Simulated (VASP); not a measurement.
Here is a VASP 6.6.1 calculation.

The input INCAR:

```
SYSTEM = Si
  PREC = Accurate
  ENCUT = 520
  EDIFF = 1E-6
  ISMEAR = 0
  SIGMA = 0.028999999999999998
  LREAL = .FALSE.
  LASPH = .TRUE.
  NELM = 80
  ALGO = Normal
  ISIF = 2
  LWAVE = .FALSE.
  LCHARG = .TRUE.
  GGA = PE
  LELF = .TRUE.
  LVHAR = .TRUE.
  NBANDS = 11
```

Contents of KPOINTS:

```
Automatic mesh
0
G
  8 8 8
  0 0 0
```

POSCAR

```
Si
1.0
    0.0000000000      2.7218511865      2.7218511865
    2.7218511865      0.0000000000      2.7218511865
    2.7218511865      2.7218511865      0.0000000000
Si
2
Direct
    0.5000000000      0.5000000000      0.5000000000
    0.7500000000      0.7500000000      0.7500000000
```

Potentials or basis: VASP PAW PBE potentials, release 64 (Si).

Command:

```sh
$ cat potpaw_PBE.64/Si/POTCAR > POTCAR
$ mpirun -np 1 vasp_std > vasp.out
```

**Question.** What does it give for the band gap on the k mesh?

**Answer.** 0.63 eV, indirect (least direct gap 2.56 eV).

**Question.** Estimate the pressure.

**Answer.** 1.3 GPa.

A k mesh can miss the band edges.
